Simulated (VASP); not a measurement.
# SrTiO3 (Pm-3m) in VASP: a series of runs

SrTiO3 is run at these levels: PBE; tasks: single point, relaxation of cell and atoms.

Program: VASP 6.6.1. These are calculated values, not measurements. Logs are shortened: lines on timing, memory, paths and dates and some standing lists are left out, and cuts for length are marked.

## 1. The cell of the first run

The structure is cubic, space group Pm-3m (No. 221). The conventional cell has a = 3.905 Å, b = 3.905 Å, c = 3.905 Å, α = 90.00°, β = 90.00°, γ = 90.00°. Sr (site symmetry m-3m) has 12 O at 2.76 Å and 8 Ti at 3.38 Å within 3.6 Å. Within 2.6 Å of Ti (site symmetry m-3m) lie 6 O at 1.95 Å. O (site symmetry 4/mmm) has 2 Ti at 1.95 Å within 2.6 Å.

## 2. Single point, PBE, collinear spin, ferromagnetic start

INCAR reads:

```
SYSTEM = SrTiO3
ALGO = Normal
EDIFF = 1E-6
ENCUT = 520
GGA = PE
ISIF = 2
ISMEAR = 0
ISPIN = 2
LASPH = .True.
LCHARG = .True.
LELF = .True.
LMAXMIX = 4
LORBIT = 11
LREAL = .False.
LVHAR = .True.
LWAVE = .False.
MAGMOM = 0 1 0 0 0
NBANDS = 32
NELM = 150
PREC = Accurate
SIGMA = 0.1
```

KPOINTS reads:

```
k-points
0
Gamma
  6 6 6
  0 0 0
```

POSCAR reads:

```
SrTiO3
1.0
    3.9052800000      0.0000000000      0.0000000000
    0.0000000000      3.9052800000      0.0000000000
    0.0000000000      0.0000000000      3.9052800000
Sr Ti O
1 1 3
Direct
    0.5000000000      0.5000000000      0.5000000000
    0.0000000000      0.0000000000      0.0000000000
    0.5000000000      0.0000000000      0.0000000000
    0.0000000000      0.5000000000      0.0000000000
    0.0000000000      0.0000000000      0.5000000000
```

Potentials or basis: VASP PAW PBE potentials, release 64 (Sr_sv, Ti_sv, O).

On the command line:

```console
$ cat potpaw_PBE.64/Sr_sv/POTCAR potpaw_PBE.64/Ti_sv/POTCAR potpaw_PBE.64/O/POTCAR > POTCAR
$ mpirun -np 1 vasp_std > vasp.out
```

OUTCAR:

```text
SYSTEM = SrTiO3
   EDIFF = 1E-6
   ENCUT = 520
   GGA = PE
   ISIF = 2
   ISMEAR = 0
   ISPIN = 2
   LASPH = .True.
   LORBIT = 11
   LREAL = .False.
   NELM = 150
   PREC = Accurate

 ion  position               nearest neighbor table
   1  0.500  0.500  0.500-   3 2.76   4 2.76   5 2.76   3 2.76   4 2.76   3 2.76   5 2.76   3 2.76
                             4 2.76   5 2.76   4 2.76   5 2.76   2 3.38   2 3.38   2 3.38   2 3.38
   2  0.000  0.000  0.000-   3 1.95   4 1.95   5 1.95   5 1.95   4 1.95   3 1.95   1 3.38   1 3.38
                             1 3.38   1 3.38   1 3.38   1 3.38   1 3.38   1 3.38
   3  0.500  0.000  0.000-   2 1.95   2 1.95   1 2.76   1 2.76   1 2.76   1 2.76
   4  0.000  0.500  0.000-   2 1.95   2 1.95   1 2.76   1 2.76   1 2.76   1 2.76
   5  0.000  0.000  0.500-   2 1.95   2 1.95   1 2.76   1 2.76   1 2.76   1 2.76

  LATTYP: Found a simple cubic cell.
 ALAT       =     3.9052800000

  Lattice vectors:

 A1 = (   3.9052800000,   0.0000000000,   0.0000000000)
 A2 = (   0.0000000000,   3.9052800000,   0.0000000000)
 A3 = (   0.0000000000,   0.0000000000,   3.9052800000)

Analysis of symmetry for initial positions (statically):
=====================================================================
 Subroutine PRICEL returns:
 Original cell was already a primitive cell.

 Routine SETGRP: Setting up the symmetry group for a
 simple cubic supercell.

 Subroutine GETGRP returns: Found 48 space group operations
 (whereof 48 operations were pure point group operations)
 out of a pool of 48 trial point group operations.

The static configuration has the point symmetry O_h .

Analysis of symmetry for dynamics (positions and initial velocities):
=====================================================================
 Subroutine PRICEL returns:
 Original cell was already a primitive cell.

 Routine SETGRP: Setting up the symmetry group for a
 simple cubic supercell.

 Subroutine GETGRP returns: Found 48 space group operations
 (whereof 48 operations were pure point group operations)
 out of a pool of 48 trial point group operations.

The dynamic configuration has the point symmetry O_h .

Analysis of structural, dynamic, and magnetic symmetry:
=====================================================================
 Subroutine PRICEL returns:
 Original cell was already a primitive cell.

 Routine SETGRP: Setting up the symmetry group for a
 simple cubic supercell.

 Subroutine GETGRP returns: Found 48 space group operations
 (whereof 48 operations were pure point group operations)
 out of a pool of 48 trial point group operations.

The overall configuration has the point symmetry O_h .

 Subroutine INISYM returns: Found 48 space group operations
 (whereof 48 operations are pure point group operations),
 and found     1 'primitive' translations

----------------------------------------------------------------------------------------

                                     Primitive cell

  volume of cell :      59.5603

  direct lattice vectors                    reciprocal lattice vectors
     3.905280000  0.000000000  0.000000000     0.256063586  0.000000000  0.000000000
     0.000000000  3.905280000  0.000000000     0.000000000  0.256063586  0.000000000
     0.000000000  0.000000000  3.905280000     0.000000000  0.000000000  0.256063586

  length of vectors
     3.905280000  3.905280000  3.905280000     0.256063586  0.256063586  0.256063586

  position of ions in fractional coordinates (direct lattice)
     0.500000000  0.500000000  0.500000000
     0.000000000  0.000000000  0.000000000
     0.500000000  0.000000000  0.000000000
     0.000000000  0.500000000  0.000000000
     0.000000000  0.000000000  0.500000000

  ion indices of the primitive-cell ions
   primitive index   ion index
                 1           1
                 2           2
                 3           3
                 4           4
                 5           5

----------------------------------------------------------------------------------------

 KPOINTS: k-points

Automatic generation of k-mesh.
 Grid dimensions read from file:
 generate k-points for:    6    6    6

 Generating k-lattice:

  Cartesian coordinates                     Fractional coordinates (reciprocal lattice)
     0.042677264  0.000000000  0.000000000     0.166666667  0.000000000  0.000000000
     0.000000000  0.042677264  0.000000000     0.000000000  0.166666667  0.000000000
     0.000000000  0.000000000  0.042677264     0.000000000  0.000000000  0.166666667

  Length of vectors
     0.042677264  0.042677264  0.042677264

  Shift w.r.t. Gamma in fractional coordinates (k-lattice)
     0.000000000  0.000000000  0.000000000

 Subroutine IBZKPT returns following result:
 ===========================================

 Found     20 irreducible k-points:

 Following reciprocal coordinates:
            Coordinates               Weight
  0.000000  0.000000  0.000000      1.000000
  0.166667  0.000000  0.000000      6.000000
  0.333333  0.000000  0.000000      6.000000
  0.500000  0.000000  0.000000      3.000000
  0.166667  0.166667  0.000000     12.000000
  0.333333  0.166667  0.000000     24.000000
[... 12 lines left out ...]
  0.500000  0.500000  0.333333      6.000000
  0.500000  0.500000  0.500000      1.000000
   k-points           NKPTS =     20   k-points in BZ     NKDIM =     20   number of bands    NBANDS=     32
   number of dos      NEDOS =    301   number of ions     NIONS =      5
   total plane-waves  NPLWV =  27000
   dimension x,y,z NGX =    30 NGY =   30 NGZ =   30
   dimension x,y,z NGXF=    60 NGYF=   60 NGZF=   60
   ions per type =               1   1   3
   NGX,Y,Z   is equivalent  to a cutoff of  12.77, 12.77, 12.77 a.u.
   NGXF,Y,Z  is equivalent  to a cutoff of  25.54, 25.54, 25.54 a.u.
 SYSTEM =  SrTiO3
   PREC   = accura    normal or accurate (medium, high low for compatibility)
   ISTART =      0    job   : 0-new  1-cont  2-samecut
   ICHARG =      2    charge: 1-file 2-atom 10-const
   ISPIN  =      2    spin polarized calculation?
   LNONCOLLINEAR =      F non collinear calculations
   LSORBIT =      F    spin-orbit coupling
   LASPH  =      T    aspherical Exc in radial PAW
   ENCUT  =  520.0 eV  38.22 Ry    6.18 a.u.   7.26  7.26  7.26*2*pi/ulx,y,z
   NELM   =    150;   NELMIN=  2; NELMDL= -5     # of ELM steps
   EDIFF  = 0.1E-05   stopping-criterion for ELM
   LREAL  =      F    real-space projection
[... 7 lines left out ...]
   TEBEG  =    0.0;   TEEND  =   0.0 temperature during run
   PSTRESS=    0.0 pullay stress
   NELECT =      40.0000    total number of electrons
   NUPDOWN=      -1.0000    fix difference up-down
   EMIN   =  10.00;   EMAX   =-10.00  energy-range for DOS
   EFERMI =   0.00;   METHOD = LEGACY
   ISMEAR =     0;   SIGMA  =   0.10  broadening in eV -4-tet -1-fermi 0-gaus
   EFERMI_NEDOS =   21; number of points for ismear=-14 and -15
   IALGO  =     38    algorithm
   IMIX   =      4    mixing-type and parameters
     AMIX     =   0.40;   BMIX     =  1.00
     AMIX_MAG =   1.60;   BMIX_MAG =  1.00
  volume/ion in A,a.u.               =      11.91        80.39
  Fermi-wavevector in a.u.,A,eV,Ry     =   1.433648  2.709203 27.964703  2.055348
  Thomas-Fermi vector in A             =   2.553143
   LORBIT       =     11    0 simple, 1 ext, 2 COOP (PROOUT), +10 PAW based schemes
   GGA     = PE    functional components
   LHFCALC =     F    Hartree Fock is set to
   AEXX    =    0.0000 exact exchange contribution
   IVDW    =     0    specifies the selected vdW correction
   LEPSILON=     F    determine dielectric tensor
   LRPA    =     F    only Hartree local field effects (RPA)
 spin polarized calculation
 Gauss-broadening in eV      SIGMA  =   0.10
  energy-cutoff  :      520.00
  volume of cell :       59.56
 maximum number of plane-waves:      1628
 NGX is ok and might be reduce to    30
   NGX = 15   NGY = 15   NGZ = 15

 number of electron      40.0000005 magnetization       0.0001824

 number of electron      40.0000005 magnetization      -0.0000567

 Free energy of the ion-electron system (eV)
  ---------------------------------------------------
  ext. energy  EPLUGINS =         0.00000000
  ---------------------------------------------------
  free energy    TOTEN  =       -40.07640366 eV

  energy without entropy =      -40.07640366  energy(sigma->0) =      -40.07640366

 E-fermi :   4.7994     XC(G=0): -11.2699

 val. band max:        4.1635753406   @ k =   0.5000   0.5000   0.5000
 cond. band min:       6.0188182304   @ k =   0.0000   0.0000   0.0000
 fundamental gap:      1.8552428898
 Fermi energy:         4.7993999207

 spin component 1

 k-point     1 :       0.0000    0.0000    0.0000
  band No.  band energies     occupation
      1     -52.3022      1.00000
      2     -28.6270      1.00000
      3     -28.5483      1.00000
      4     -28.5483      1.00000
      5     -28.5483      1.00000
      6     -13.2641      1.00000
[... 24 lines left out ...]
     31      12.5361      0.00000
     32      19.9875      0.00000

 k-point     2 :       0.1667    0.0000    0.0000
  band No.  band energies     occupation
      1     -52.3019      1.00000
      2     -28.6568      1.00000
      3     -28.5476      1.00000
      4     -28.5476      1.00000
      5     -28.5305      1.00000
      6     -13.2828      1.00000
[... 24 lines left out ...]
     31      12.7975      0.00000
     32      19.5785      0.00000
[... 593 lines left out ...]
     31      14.7394      0.00000
     32      18.0330      0.00000

 k-point    20 :       0.5000    0.5000    0.5000
  band No.  band energies     occupation
      1     -52.2976      1.00000
      2     -28.6137      1.00000
      3     -28.6137      1.00000
      4     -28.6137      1.00000
      5     -28.5661      1.00000
      6     -11.9236      1.00000
[... 24 lines left out ...]
     31      14.3721      0.00000
     32      18.5394      0.00000
 Fermi energy:         4.7993999207

 spin component 2

 k-point     1 :       0.0000    0.0000    0.0000
  band No.  band energies     occupation
      1     -52.3023      1.00000
      2     -28.6270      1.00000
      3     -28.5484      1.00000
      4     -28.5484      1.00000
      5     -28.5484      1.00000
      6     -13.2641      1.00000
[... 24 lines left out ...]
     31      12.5361      0.00000
     32      19.9879      0.00000

 k-point     2 :       0.1667    0.0000    0.0000
  band No.  band energies     occupation
      1     -52.3019      1.00000
      2     -28.6568      1.00000
      3     -28.5477      1.00000
      4     -28.5477      1.00000
      5     -28.5305      1.00000
      6     -13.2828      1.00000
[... 24 lines left out ...]
     31      12.7975      0.00000
     32      19.5784      0.00000
[... 593 lines left out ...]
     31      14.7394      0.00000
     32      18.0330      0.00000

 k-point    20 :       0.5000    0.5000    0.5000
  band No.  band energies     occupation
      1     -52.2977      1.00000
      2     -28.6138      1.00000
      3     -28.6138      1.00000
      4     -28.6138      1.00000
      5     -28.5661      1.00000
      6     -11.9236      1.00000
[... 24 lines left out ...]
     31      14.3721      0.00000
     32      18.5393      0.00000

------------------------ aborting loop because EDIFF is reached ----------------------------------------

  FORCE on cell =-STRESS in cart. coord.  units (eV):
  Direction    XX          YY          ZZ          XY          YZ          ZX
  --------------------------------------------------------------------------------------
  -------------------------------------------------------------------------------------
  Total        1.8344766      1.8344766      1.8344766      0.0000000     -0.0000000      0.0000000
  in kB       49.3476225     49.3476225     49.3476225      0.0000000     -0.0000000      0.0000000
  external PRESSURE =      49.3476225 kB  Pullay stress =       0.0000000 kB

 VOLUME and BASIS-vectors are now :
 -----------------------------------------------------------------------------
  energy-cutoff  :      520.00
  volume of cell :       59.56
      direct lattice vectors                 reciprocal lattice vectors
     3.905280000  0.000000000  0.000000000     0.256063586  0.000000000  0.000000000
     0.000000000  3.905280000  0.000000000     0.000000000  0.256063586  0.000000000
     0.000000000  0.000000000  3.905280000     0.000000000  0.000000000  0.256063586

 POSITION                                       TOTAL-FORCE (eV/Angst)
 -----------------------------------------------------------------------------------
      1.95264      1.95264      1.95264         0.000000      0.000000      0.000000
      0.00000      0.00000      0.00000         0.000000      0.000000      0.000000
      1.95264      0.00000      0.00000         0.000000      0.000000      0.000000
      0.00000      1.95264      0.00000         0.000000      0.000000      0.000000
      0.00000      0.00000      1.95264         0.000000      0.000000      0.000000
 -----------------------------------------------------------------------------------
    total drift:                                0.000000     -0.000000      0.000000

  FREE ENERGIE OF THE ION-ELECTRON SYSTEM (eV)
  ---------------------------------------------------
  free  energy   TOTEN  =       -40.0764036580 eV

  energy  without entropy=      -40.0764036580  energy(sigma->0) =      -40.07640366

 total charge

# of ion       s       p       d       tot
------------------------------------------
    1        1.999   5.796   0.202   7.997
    2        2.231   6.321   1.760  10.312
    3        1.565   3.494   0.000   5.058
    4        1.565   3.494   0.000   5.058
    5        1.565   3.494   0.000   5.058
--------------------------------------------------
tot          8.923  22.597   1.962  33.483

 magnetization (x)

# of ion       s       p       d       tot
------------------------------------------
    1        0.000  -0.000  -0.000  -0.000
    2        0.000  -0.000  -0.000  -0.000
    3        0.000   0.000   0.000   0.000
    4        0.000   0.000   0.000   0.000
    5        0.000   0.000   0.000   0.000
--------------------------------------------------
tot          0.000  -0.000  -0.000  -0.000
```

Wall time 80 s (1 thread of Intel Xeon Platinum 8259CL at 2.50GHz (Skylake/Cascade Lake), shared host); peak memory 0.22 GiB.

What came out:

```yaml
Free_energy: -40.0764 eV
Pressure: 4.9 GPa
Band_gap_on_the_k_mesh: 1.86 eV, indirect (least direct gap 2.21 eV)
Net_moment: 0.00 μB per cell
Valence_electrons_inside_the_program's_atomic_spheres: Sr 8.00; Ti 10.31; O 5.06
```

## 3. Relaxation of cell and atoms, PBE

INCAR reads:

```
ALGO = Normal
EDIFF = 1E-6
EDIFFG = -0.005
ENCUT = 600
GGA = PE
IBRION = 2
ISIF = 3
ISMEAR = 0
LASPH = True
LCHARG = False
LREAL = False
LWAVE = False
NELM = 60
NSW = 100
PREC = Accurate
SIGMA = 0.02
```

KPOINTS reads:

```
k-points
0
Gamma
  8 8 8
```

POSCAR is that of step 2.

Potentials or basis: VASP PAW PBE potentials, release 64 (Sr_sv, Ti_sv, O).

On the command line:

```console
$ cat potpaw_PBE.64/Sr_sv/POTCAR potpaw_PBE.64/Ti_sv/POTCAR potpaw_PBE.64/O/POTCAR > POTCAR
$ mpirun -np 1 vasp_std > vasp.out
```

Run time: 97 s. Hardware: 1 thread of Intel Xeon 6975P-C, shared host; peak memory 0.23 GiB.

Results (log left out):

- Free energy: -40.1069 eV
- Relaxed volume: 12.23 Å³/atom
- Relaxed cell: a = 3.940 Å, b = 3.940 Å, c = 3.940 Å, α = 90.00°, β = 90.00°, γ = 90.00°
- Space group after relaxing (to 0.05 Å): Pm-3m (No. 221)
- Energy gained by relaxing: 4.6 meV/atom
- Ionic steps: 3
- Pressure after relaxing: 0.0 GPa
- Band gap on the k mesh: 1.81 eV, indirect (least direct gap 2.18 eV)

The path:
```csv
step,energy change (eV),largest force (eV/Å),pressure (GPa),volume (Å³)
1,0.0000,0.0000,4.69,59.56
2,-0.0057,0.0000,-3.75,62.62
3,-0.0232,0.0000,-0.02,61.17
```

Final structure:
```
CELL_PARAMETERS angstrom
3.94020 0.00000 0.00000
0.00000 3.94020 0.00000
0.00000 0.00000 3.94020
ATOMIC_POSITIONS crystal
Sr 0.50000 0.50000 0.50000
Ti 0.00000 0.00000 0.00000
O 0.50000 0.00000 0.00000
O 0.00000 0.50000 0.00000
O 0.00000 0.00000 0.50000
```

Levels at points of the mesh, in eV from the valence-band top:
```
           k point  band 16  band 17  band 18  band 19  band 20  band 21  band 22  band 23  band 24
(0.00, 0.00, 0.00)    -1.12    -1.12    -0.37    -0.37    -0.37     1.81     1.81     1.81     4.12
(0.50, 0.00, 0.00)    -2.29    -2.29    -1.90    -0.73    -0.73     1.96     3.64     3.64     4.13
(0.50, 0.50, 0.00)    -2.76    -1.74    -1.54    -1.54    -0.09     3.65     3.65     4.09     5.05
(0.50, 0.50, 0.50)    -3.66    -3.66     0.00     0.00     0.00     4.29     4.29     4.29     6.84
```

A k mesh can miss the band edges. Zero-point motion and thermal expansion aren't in these numbers.

(Part 1 of 2 ends here.)
